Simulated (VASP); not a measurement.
Zr:

```
Zr
1.0
     3.23200    0.00000    0.00000
    -1.61600    2.79899    0.00000
     0.00000    0.00000    5.14700
Zr
2
Direct
  0.66667 0.33333 0.75000
  0.33333 0.66667 0.25000
```

- Program: VASP 6.6.1
- Task: relaxation of cell and atoms
- Functional: BLYP
- Potentials or basis: VASP PAW PBE potentials, release 64 (Zr_sv)
- Cutoff: 600 eV
- k mesh: 9 × 9 × 5
- Occupations: fermi-dirac, width 0.05 eV
- Spin: no spin polarisation

At the start: pressure 3.7 GPa; volume 23.28 Å³/atom.

Q: Where does the relaxation end?

A: Over 8 steps the energy falls by 10.8 meV/atom and the volume is 24.19 Å³/atom (+3.9 %); space group P6_3/mmc (No. 194, to 0.1 Å) before and after.

The path:
| step | energy change (eV) | largest force (eV/Å) | pressure (GPa) | volume (Å³) |
| --- | --- | --- | --- | --- |
| 1 | 0.0000 | 0.0000 | 3.72 | 46.56 |
| 2 | -0.0021 | 0.0000 | -3.21 | 50.30 |
| 3 | -0.0214 | 0.0000 | -0.05 | 48.44 |
| 4 | -0.0214 | 0.0000 | 0.04 | 48.40 |
| 5 | -0.0216 | 0.0000 | 0.03 | 48.39 |
| 6 | -0.0216 | 0.0000 | 0.02 | 48.38 |
| 7 | -0.0216 | 0.0000 | 0.05 | 48.37 |
| 8 | -0.0217 | 0.0000 | 0.05 | 48.37 |

Final structure:
```
CELL_PARAMETERS angstrom
3.26383 0.00000 0.00000
-1.63191 2.82656 0.00000
0.00000 0.00000 5.24358
ATOMIC_POSITIONS crystal
Zr 0.66667 0.33333 0.75000
Zr 0.33333 0.66667 0.25000
```

Caveat: the PAW data sets were made with another functional, which shifts forces and pressure a little.
